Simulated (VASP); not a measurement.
Set up this calculation in VASP 6.6.1, as the native input.

- Task: single point
- Functional: PBE
- Potentials or basis: VASP PAW PBE potentials, release 64 (K_sv)
- Cutoff: 520 eV
- k mesh: 6 × 6 × 4
- Occupations: fermi-dirac, width 0.1 eV
- Spin: no spin polarisation
- Dipole correction: no
- k mesh for the DOS: 9 × 9 × 6
- Occupations for the DOS: tetrahedron
- Further INCAR settings: ALGO = Normal; EDIFF = 1e-06; NBANDS = 26

Crystal: K.

```xyz
4
Lattice="3.5844 0.0000 0.0000 -1.7922 3.1041 0.0000 0.0000 0.0000 11.4788" Properties=species:S:1:pos:R:3 pbc="T T T"
K     0.0000    0.0000    0.0000
K     0.0000    0.0000    5.7394
K     0.0000    2.0694    2.8697
K     1.7922    1.0347    8.6091
```

This isn't the form of K at room conditions, which is bcc.

The input as run:

POSCAR

```
K
1.0
    3.5843567659      0.0000000000      0.0000000000
   -1.7921783830      3.1041440155      0.0000000000
    0.0000000000      0.0000000000     11.4788007758
K
4
Direct
    0.0000000000      0.0000000000      0.0000000000
    0.0000000000      0.0000000000      0.5000000000
    0.3333333333      0.6666666667      0.2500000000
    0.6666666667      0.3333333333      0.7500000000
```

INCAR.step1

```
SYSTEM = K
PREC     = Accurate       ! precision mode
ENCUT    = 520            ! plane-wave cutoff, eV
EDIFF    = 1E-6           ! SCF threshold, eV
ISMEAR   = -1             ! smearing method
SIGMA    = 0.1            ! smearing width, eV
LREAL    = .False.        ! projectors in reciprocal space
LASPH    = .True.         ! aspherical terms in the spheres
NELM     = 100            ! most SCF steps
ALGO     = Normal         ! electronic algorithm
ISIF     = 2              ! what is computed and relaxed
LWAVE    = .False.        ! write WAVECAR
LCHARG   = .True.         ! write CHGCAR
GGA      = PE             ! functional
NBANDS   = 26             ! bands
```

KPOINTS.step1

```
regular mesh
0
Gamma
  6 6 4
  0 0 0
```

INCAR.step2

```
SYSTEM = K
PREC     = Accurate       ! precision mode
ENCUT    = 520            ! plane-wave cutoff, eV
EDIFF    = 1E-6           ! SCF threshold, eV
ISMEAR   = -5             ! smearing method
SIGMA    = 0.1            ! smearing width, eV
LREAL    = .False.        ! projectors in reciprocal space
LASPH    = .True.         ! aspherical terms in the spheres
NELM     = 100            ! most SCF steps
ALGO     = Normal         ! electronic algorithm
ISIF     = 2              ! what is computed and relaxed
LWAVE    = .False.        ! write WAVECAR
LCHARG   = .False.        ! write CHGCAR
GGA      = PE             ! functional
LORBIT   = 11             ! projections on sites
NBANDS   = 26             ! bands
NEDOS    = 2001           ! points of the DOS
ICHARG   = 11             ! starting density
```

KPOINTS.step2

```
regular mesh
0
Gamma
  9 9 6
  0 0 0
```

Potentials or basis: VASP PAW PBE potentials, release 64 (K_sv).

Launch:

```console
$ cat potpaw_PBE.64/K_sv/POTCAR > POTCAR
$ cp INCAR.step1 INCAR
$ cp KPOINTS.step1 KPOINTS
$ mpirun -np 1 vasp_std > vasp.out
$ cp INCAR.step2 INCAR
$ cp KPOINTS.step2 KPOINTS
$ mpirun -np 1 vasp_std > vasp.out
```

Results of the run:

| Quantity | Value |
| --- | --- |
| Valence electrons inside the program's atomic spheres | K 7.62 |

It took 2.6 min on 1 thread of AMD EPYC 7R13 Processor (Zen 3) (shared host), peak memory 0.26 GiB.
